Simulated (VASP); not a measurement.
Input of a VASP 6.6.1 run:

The input INCAR:

```
SYSTEM = CoSi2
ALGO = Normal
EDIFF = 1E-6
ENCUT = 520
GGA = PS
ISIF = 2
ISMEAR = 0
LASPH = .True.
LCHARG = .True.
LELF = .True.
LREAL = .False.
LVHAR = .True.
LWAVE = .False.
NBANDS = 16
NELM = 100
PREC = Accurate
SIGMA = 0.15
```

File KPOINTS:

```
k-points
0
Gamma
  16 16 16
  0 0 0
```

The input POSCAR:

```
CoSi2
1.0
    0.0000000000      2.6562539604      2.6562539604
    2.6562539604      0.0000000000      2.6562539604
    2.6562539604      2.6562539604      0.0000000000
Co Si
1 2
Direct
    0.0000000000      0.0000000000      0.0000000000
    0.2744524455      0.2744524455      0.2744524455
    0.7255475545      0.7255475545      0.7255475545
```

Potentials or basis: VASP PAW PBE potentials, release 64 (Co, Si).

Launch:

```sh
$ cat potpaw_PBE.64/Co/POTCAR potpaw_PBE.64/Si/POTCAR > POTCAR
$ mpirun -np 1 vasp_std > vasp.out
```

Predict the band gap on the k mesh.

zero (an odd number of electrons rules out a gap without spin polarisation).

What does it give for the largest force?

2.136 eV/Å.

Stress tensor (GPa, compression positive):
```
 7.32 -8.77 -8.77
-8.77  7.32 -8.77
-8.77 -8.77  7.32
```

Caveat: the cell differs from its parent crystal (atoms displaced along a vibrational mode); the cell stands under pressure; the PAW data sets were made with another functional, which shifts forces and pressure a little; the run has no spin polarisation, though such a crystal can be magnetic. Spin polarisation is off, so any magnetic state and its effect on volume and gap are missing.
